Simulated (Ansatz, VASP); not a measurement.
# C in VASP and in Ansatz

```
CELL_PARAMETERS angstrom
2.45611 0.00000 0.00000
-1.22807 2.12705 0.00000
0.00000 0.00000 7.17327
ATOMIC_POSITIONS crystal
C 0.08338 0.91662 0.75314
C 0.58338 0.41662 0.24686
C 0.91662 0.08338 0.24686
C 0.41662 0.58338 0.75314
```

Alike in both runs: task single point; functional LDA; k mesh 5 × 5 × 2; occupations fermi-dirac, width 0.1 eV; no spin polarisation.

```csv
,VASP,Ansatz
version,VASP 6.6.1,Ansatz 0.2.0
potentials or method,"VASP PAW LDA potentials, release 64 (C)","plane waves, PAW"
plane-wave cutoff (eV),520,420
valence electrons in the cell,16,16
```

Ansatz gave:

```
pressure (GPa)                                                : -3.7
traceless stress, the component that is largest in VASP (GPa) : 2.45
rms of the force components (eV/Å)                            : 0.036
```

Task: What did VASP give for the same quantities?

Result: Pressure (GPa): -3.0; traceless stress, the component that is largest in VASP (GPa): 1.58; rms of the force components (eV/Å): 0.036.

LDA's correlation is that of Perdew and Zunger in VASP and of Perdew and Wang (1992) in Ansatz. Atom by atom the forces differ by 0.000 eV/Å (rms over components).

The k mesh is coarse, so the values compare programs but aren't converged.
